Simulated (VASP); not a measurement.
# HgTe (Fm-3m) in VASP: a series of runs

HgTe is run at these levels: PBE, r2SCAN, RPBE; tasks: single point, relaxation of cell and atoms.

All numbers are computed with VASP 6.6.1; they aren't measurements. Logs are shortened: lines on timing, memory, paths and dates and some standing lists are left out, and cuts for length are marked.

### Step 1. The cell of the first run

The structure is cubic, space group Fm-3m (No. 225). Conventional cell: a = 6.360 Å, b = 6.360 Å, c = 6.360 Å, α = 90.00°, β = 90.00°, γ = 90.00°. Hg (site symmetry m-3m) has 6 Te at 3.18 Å within 4.2 Å. Within 4.2 Å of Te (site symmetry m-3m) lie 6 Hg at 3.18 Å.

### Step 2. Single point, PBE

The input, INCAR:

```
PREC = Accurate ; ENCUT = 520
EDIFF = 1E-7 ; ISMEAR = 0
SIGMA = 0.023 ; LREAL = F
LASPH = T ; NELM = 60
ALGO = Normal ; ISIF = 2
LWAVE = F ; LCHARG = F
GGA = PE ; NBANDS = 16
```

The input, KPOINTS:

```
regular mesh
0
Gamma
  7 7 7
```

The input, POSCAR:

```
HgTe
1.0
    0.0000000000      3.1800000000      3.1800000000
    3.1800000000      0.0000000000      3.1800000000
    3.1800000000      3.1800000000      0.0000000000
Hg Te
1 1
Direct
    0.0000000000      0.0000000000      0.0000000000
    0.5000000000      0.5000000000      0.5000000000
```

Potentials or basis: VASP PAW PBE potentials, release 64 (Hg, Te).

Started as:

```console
$ cat potpaw_PBE.64/Hg/POTCAR potpaw_PBE.64/Te/POTCAR > POTCAR
$ mpirun -np 1 vasp_std > vasp.out
```

OUTCAR:

```text
PREC = Accurate
   ENCUT = 520
   EDIFF = 1E-7
   ISMEAR = 0
   LREAL = F
   LASPH = T
   NELM = 60
   ISIF = 2
   GGA = PE

 ion  position               nearest neighbor table
   1  0.000  0.000  0.000-   2 3.18   2 3.18   2 3.18   2 3.18   2 3.18   2 3.18
   2  0.500  0.500  0.500-   1 3.18   1 3.18   1 3.18   1 3.18   1 3.18   1 3.18

  LATTYP: Found a face centered cubic cell.
 ALAT       =     6.3600000000

  Lattice vectors:

 A1 = (   0.0000000000,   3.1800000000,   3.1800000000)
 A2 = (   3.1800000000,   0.0000000000,   3.1800000000)
 A3 = (   3.1800000000,   3.1800000000,   0.0000000000)

Analysis of symmetry for initial positions (statically):
=====================================================================
 Subroutine PRICEL returns:
 Original cell was already a primitive cell.

 Routine SETGRP: Setting up the symmetry group for a
 face centered cubic supercell.

 Subroutine GETGRP returns: Found 48 space group operations
 (whereof 48 operations were pure point group operations)
 out of a pool of 48 trial point group operations.

The static configuration has the point symmetry O_h .

Analysis of symmetry for dynamics (positions and initial velocities):
=====================================================================
 Subroutine PRICEL returns:
 Original cell was already a primitive cell.

 Routine SETGRP: Setting up the symmetry group for a
 face centered cubic supercell.

 Subroutine GETGRP returns: Found 48 space group operations
 (whereof 48 operations were pure point group operations)
 out of a pool of 48 trial point group operations.

The dynamic configuration has the point symmetry O_h .

 Subroutine INISYM returns: Found 48 space group operations
 (whereof 48 operations are pure point group operations),
 and found     1 'primitive' translations

----------------------------------------------------------------------------------------

                                     Primitive cell

  volume of cell :      64.3149

  direct lattice vectors                    reciprocal lattice vectors
     0.000000000  3.180000000  3.180000000    -0.157232704  0.157232704  0.157232704
     3.180000000  0.000000000  3.180000000     0.157232704 -0.157232704  0.157232704
     3.180000000  3.180000000  0.000000000     0.157232704  0.157232704 -0.157232704

  length of vectors
     4.497199128  4.497199128  4.497199128     0.272335033  0.272335033  0.272335033

  position of ions in fractional coordinates (direct lattice)
     0.000000000  0.000000000  0.000000000
     0.500000000  0.500000000  0.500000000

  ion indices of the primitive-cell ions
   primitive index   ion index
                 1           1
                 2           2

----------------------------------------------------------------------------------------

 KPOINTS: regular mesh

Automatic generation of k-mesh.
 Grid dimensions read from file:
 generate k-points for:    7    7    7

 Generating k-lattice:

  Cartesian coordinates                     Fractional coordinates (reciprocal lattice)
    -0.022461815  0.022461815  0.022461815     0.142857143  0.000000000  0.000000000
     0.022461815 -0.022461815  0.022461815     0.000000000  0.142857143  0.000000000
     0.022461815  0.022461815 -0.022461815     0.000000000  0.000000000  0.142857143

  Length of vectors
     0.038905005  0.038905005  0.038905005

  Shift w.r.t. Gamma in fractional coordinates (k-lattice)
     0.000000000  0.000000000  0.000000000

 Subroutine IBZKPT returns following result:
 ===========================================

 Found     20 irreducible k-points:

 Following reciprocal coordinates:
            Coordinates               Weight
  0.000000  0.000000  0.000000      1.000000
  0.142857  0.000000  0.000000      8.000000
  0.285714  0.000000  0.000000      8.000000
  0.428571  0.000000  0.000000      8.000000
  0.142857  0.142857  0.000000      6.000000
  0.285714  0.142857  0.000000     24.000000
[... 12 lines left out ...]
 -0.428571  0.428571  0.142857     24.000000
 -0.285714  0.428571  0.142857     24.000000
   k-points           NKPTS =     20   k-points in BZ     NKDIM =     20   number of bands    NBANDS=     16
   number of dos      NEDOS =    301   number of ions     NIONS =      2
   total plane-waves  NPLWV =  46656
   dimension x,y,z NGX =    36 NGY =   36 NGZ =   36
   dimension x,y,z NGXF=    72 NGYF=   72 NGZF=   72
   ions per type =               1   1
   NGX,Y,Z   is equivalent  to a cutoff of  13.31, 13.31, 13.31 a.u.
   NGXF,Y,Z  is equivalent  to a cutoff of  26.62, 26.62, 26.62 a.u.
 SYSTEM =  unknown system
   PREC   = accura    normal or accurate (medium, high low for compatibility)
   ISTART =      0    job   : 0-new  1-cont  2-samecut
   ICHARG =      2    charge: 1-file 2-atom 10-const
   ISPIN  =      1    spin polarized calculation?
   LNONCOLLINEAR =      F non collinear calculations
   LSORBIT =      F    spin-orbit coupling
   LASPH  =      T    aspherical Exc in radial PAW
   ENCUT  =  520.0 eV  38.22 Ry    6.18 a.u.   8.36  8.36  8.36*2*pi/ulx,y,z
   NELM   =     60;   NELMIN=  2; NELMDL= -5     # of ELM steps
   EDIFF  = 0.1E-06   stopping-criterion for ELM
   LREAL  =      F    real-space projection
   EDIFFG = 0.1E-05   stopping-criterion for IOM
   NSW    =      0    number of steps for IOM
   IBRION =     -1    ionic relax: 0-MD 1-quasi-New 2-CG
   NFREE  =      0    steps in history (QN), initial steepest desc. (CG)
   ISIF   =      2    stress and relaxation
   ISYM   =      2    0-nonsym 1-usesym 2-fastsym
   POTIM  = 0.5000    time-step for ionic-motion
   TEBEG  =    0.0;   TEEND  =   0.0 temperature during run
   PSTRESS=    0.0 pullay stress
   NELECT =      18.0000    total number of electrons
   NUPDOWN=      -1.0000    fix difference up-down
   EMIN   =  10.00;   EMAX   =-10.00  energy-range for DOS
   EFERMI =   0.00;   METHOD = LEGACY
   ISMEAR =     0;   SIGMA  =   0.02  broadening in eV -4-tet -1-fermi 0-gaus
   EFERMI_NEDOS =   21; number of points for ismear=-14 and -15
   IALGO  =     38    algorithm
   IMIX   =      4    mixing-type and parameters
     AMIX     =   0.40;   BMIX     =  1.00
     AMIX_MAG =   1.60;   BMIX_MAG =  1.00
  volume/ion in A,a.u.               =      32.16       217.01
  Fermi-wavevector in a.u.,A,eV,Ry     =   1.070850  2.023613 15.602062  1.146719
  Thomas-Fermi vector in A             =   2.206572
   LORBIT       =      0    0 simple, 1 ext, 2 COOP (PROOUT), +10 PAW based schemes
   GGA     = PE    functional components
   LHFCALC =     F    Hartree Fock is set to
   AEXX    =    0.0000 exact exchange contribution
   IVDW    =     0    specifies the selected vdW correction
   LEPSILON=     F    determine dielectric tensor
   LRPA    =     F    only Hartree local field effects (RPA)
 non-spin polarized calculation
 Gauss-broadening in eV      SIGMA  =   0.02
  energy-cutoff  :      520.00
  volume of cell :       64.31
 maximum number of plane-waves:      1759
 NGX is ok and might be reduce to    36
   NGX = 17   NGY = 17   NGZ = 17

 number of electron      17.9999998 magnetization

 Free energy of the ion-electron system (eV)
  ---------------------------------------------------
  ext. energy  EPLUGINS =         0.00000000
  ---------------------------------------------------
  free energy    TOTEN  =        -3.27923403 eV

  energy without entropy =       -3.27887241  energy(sigma->0) =       -3.27905322

 E-fermi :   3.1024     XC(G=0):  -9.2807

 val. band max:        3.0914591478   @ k =  -0.1429   0.1429   0.0000
 cond. band min:       3.1996768367   @ k =   0.4286   0.0000   0.0000
 fundamental gap:      0.1082176889
 Fermi energy:         3.1024286821

 k-point     1 :       0.0000    0.0000    0.0000
  band No.  band energies     occupation
      1      -8.1722      2.00000
      2      -3.1990      2.00000
      3      -3.1990      2.00000
      4      -3.1491      2.00000
      5      -3.1491      2.00000
      6      -3.1491      2.00000
[... 8 lines left out ...]
     15      10.6498      0.00000
     16      10.6498      0.00000

 k-point     2 :       0.1429    0.0000    0.0000
  band No.  band energies     occupation
      1      -8.0379      2.00000
      2      -3.2435      2.00000
      3      -3.2435      2.00000
      4      -3.1631      2.00000
      5      -3.1303      2.00000
      6      -3.1303      2.00000
[... 8 lines left out ...]
     15      11.1247      0.00000
     16      11.1247      0.00000

 k-point     3 :       0.2857    0.0000    0.0000
  band No.  band energies     occupation
      1      -7.6924      2.00000
      2      -3.3463      2.00000
      3      -3.3463      2.00000
      4      -3.2276      2.00000
      5      -3.0804      2.00000
      6      -3.0804      2.00000
[... 8 lines left out ...]
     15      12.0493      0.00000
     16      12.0493      0.00000

 k-point     4 :       0.4286    0.0000    0.0000
  band No.  band energies     occupation
      1      -7.3498      2.00000
      2      -3.4256      2.00000
      3      -3.4256      2.00000
      4      -3.3642      2.00000
      5      -3.0388      2.00000
      6      -3.0388      2.00000
[... 8 lines left out ...]
     15      13.3624      0.00000
     16      13.3624      0.00000
[... 248 lines left out ...]
 k-point    18 :      -0.4286    0.2857    0.1429
  band No.  band energies     occupation
      1      -7.3223      2.00000
      2      -3.3659      2.00000
      3      -3.2386      2.00000
      4      -3.1863      2.00000
      5      -3.0220      2.00000
      6      -2.9752      2.00000
[... 8 lines left out ...]
     15      12.9673      0.00000
     16      14.2505      0.00000

 k-point    19 :      -0.4286    0.4286    0.1429
  band No.  band energies     occupation
      1      -7.3502      2.00000
      2      -3.2518      2.00000
      3      -3.2082      2.00000
      4      -3.0736      2.00000
      5      -2.9923      2.00000
      6      -2.8018      2.00000
[... 8 lines left out ...]
     15      13.9718      0.00000
     16      15.4186      0.00000

 k-point    20 :      -0.2857    0.4286    0.1429
  band No.  band energies     occupation
      1      -7.2931      2.00000
      2      -3.3358      2.00000
      3      -3.1833      2.00000
      4      -3.1198      2.00000
      5      -2.9919      2.00000
      6      -2.7817      2.00000
[... 8 lines left out ...]
     15      13.1182      0.00000
     16      15.2424      0.00000

------------------------ aborting loop because EDIFF is reached ----------------------------------------

  FORCE on cell =-STRESS in cart. coord.  units (eV):
  Direction    XX          YY          ZZ          XY          YZ          ZX
  --------------------------------------------------------------------------------------
  -------------------------------------------------------------------------------------
  Total       -1.4831765     -1.4831765     -1.4831765     -0.0000000      0.0000000      0.0000000
  in kB      -36.9480971    -36.9480971    -36.9480971     -0.0000000      0.0000000      0.0000000
  external PRESSURE =     -36.9480971 kB  Pullay stress =       0.0000000 kB

 VOLUME and BASIS-vectors are now :
 -----------------------------------------------------------------------------
  energy-cutoff  :      520.00
  volume of cell :       64.31
      direct lattice vectors                 reciprocal lattice vectors
     0.000000000  3.180000000  3.180000000    -0.157232704  0.157232704  0.157232704
     3.180000000  0.000000000  3.180000000     0.157232704 -0.157232704  0.157232704
     3.180000000  3.180000000  0.000000000     0.157232704  0.157232704 -0.157232704

 POSITION                                       TOTAL-FORCE (eV/Angst)
 -----------------------------------------------------------------------------------
      0.00000      0.00000      0.00000         0.000000      0.000000      0.000000
      3.18000      3.18000      3.18000        -0.000000      0.000000     -0.000000
 -----------------------------------------------------------------------------------
    total drift:                               -0.000000      0.000000      0.000000

  FREE ENERGIE OF THE ION-ELECTRON SYSTEM (eV)
  ---------------------------------------------------
  free  energy   TOTEN  =        -3.2792340319 eV

  energy  without entropy=       -3.2788724124  energy(sigma->0) =       -3.27905322
```

Wall time 23 s (1 thread of AMD EPYC 9R45 (Zen 5), shared host); peak memory 0.17 GiB.

Results:

| Item | Value |
| --- | --- |
| Free energy | -3.2792 eV |
| Pressure | -3.7 GPa |
| Band gap on the k mesh | zero (band 9 reaches 3.25 eV, above the bottom of band 10 at 1.34 eV) |

Levels at points of the mesh, in eV from the Fermi level:
| k point | band 6 | band 7 | band 8 | band 9 | band 10 | band 11 | band 12 | band 13 |
| --- | --- | --- | --- | --- | --- | --- | --- | --- |
| (0.00, 0.00, 0.00) | -6.25 | -1.40 | -0.56 | -0.56 | -0.56 | 7.45 | 7.45 | 7.45 |

Caveat: spin-orbit coupling is left out, which moves the levels of the heavy elements.

### Step 3. Single point, PBE

The input, INCAR:

```
PREC     = Accurate       # precision mode
ENCUT    = 520            # plane-wave cutoff, eV
EDIFF    = 1E-6           # SCF threshold, eV
ISMEAR   = 0              # smearing method
SIGMA    = 0.025          # smearing width, eV
LREAL    = False          # projectors in reciprocal space
LASPH    = True           # aspherical terms in the spheres
NELM     = 60             # most SCF steps
ALGO     = Normal         # electronic algorithm
ISIF     = 2              # what is computed and relaxed
LWAVE    = False          # write WAVECAR
LCHARG   = False          # write CHGCAR
GGA      = PE             # functional
NBANDS   = 16             # bands
```

KPOINTS is that of step 2.

POSCAR is that of step 2.

Potentials or basis: VASP PAW PBE potentials, release 64 (Hg, Te).

Started as:

```console
$ cat potpaw_PBE.64/Hg/POTCAR potpaw_PBE.64/Te/POTCAR > POTCAR
$ mpirun -np 1 vasp_std > vasp.out
```

Wall time 25 s (1 thread of AMD EPYC 9R45 (Zen 5), shared host); peak memory 0.18 GiB.

Results (log left out):

* Free energy: -3.2793 eV
* Pressure: -3.7 GPa
* Band gap on the k mesh: zero (band 9 reaches 3.25 eV, above the bottom of band 10 at 1.34 eV)

Levels at points of the mesh, in eV from the Fermi level:
```
           k point  band 7  band 8  band 9  band 10  band 11  band 12
(0.00, 0.00, 0.00)   -1.41   -0.56   -0.56    -0.56     7.45     7.45
```

Caveat: spin-orbit coupling is left out, which moves the levels of the heavy elements.

### Step 4. Single point, r2SCAN

POSCAR is that of step 3.

The input, INCAR.step1:

```
PREC = Accurate
ENCUT = 520
ISMEAR = -1
SIGMA = 0.05
LREAL = F
LASPH = T
NELM = 100
NBANDS = 16
GGA = PE
ALGO = Normal
EDIFF = 1E-4
LWAVE = T
LCHARG = F
```

The input, INCAR.step2:

```
PREC = Accurate
ENCUT = 520
EDIFF = 1E-6
ISMEAR = -1
SIGMA = 0.05
LREAL = F
LASPH = T
NELM = 100
ALGO = Normal
ISIF = 2
LWAVE = F
LCHARG = T
METAGGA = R2SCAN
LMIXTAU = T
LELF = T
LVHAR = T
NBANDS = 16
ISTART = 1
```

KPOINTS is that of step 3.

Started as:

```console
$ cat potpaw_PBE.64/Hg/POTCAR potpaw_PBE.64/Te/POTCAR > POTCAR
$ cp INCAR.step1 INCAR
$ mpirun -np 1 vasp_std > vasp.out
$ cp INCAR.step2 INCAR
$ mpirun -np 1 vasp_std > vasp.out
```

Run time: 98 s. Hardware: 1 thread of AMD EPYC 9R45 (Zen 5), shared host; peak memory 0.18 GiB.

Results (log left out):

```yaml
Free_energy: -74.7458 eV
Pressure: -4.9 GPa
Band_gap_on_the_k_mesh: zero (band 9 reaches 3.02 eV, above the bottom of band 10 at 1.06 eV)
```

Levels at points of the mesh, in eV from the Fermi level:
```
           k point  band 6  band 7  band 8  band 9  band 10  band 11  band 12  band 13
(0.00, 0.00, 0.00)   -6.51   -1.11   -0.60   -0.60    -0.60     7.97     7.97     7.97
```

Caveat: the PAW data sets were made with another functional, which shifts forces and pressure a little; spin-orbit coupling is left out, which moves the levels of the heavy elements.

(Continued in part 2 of 2.)
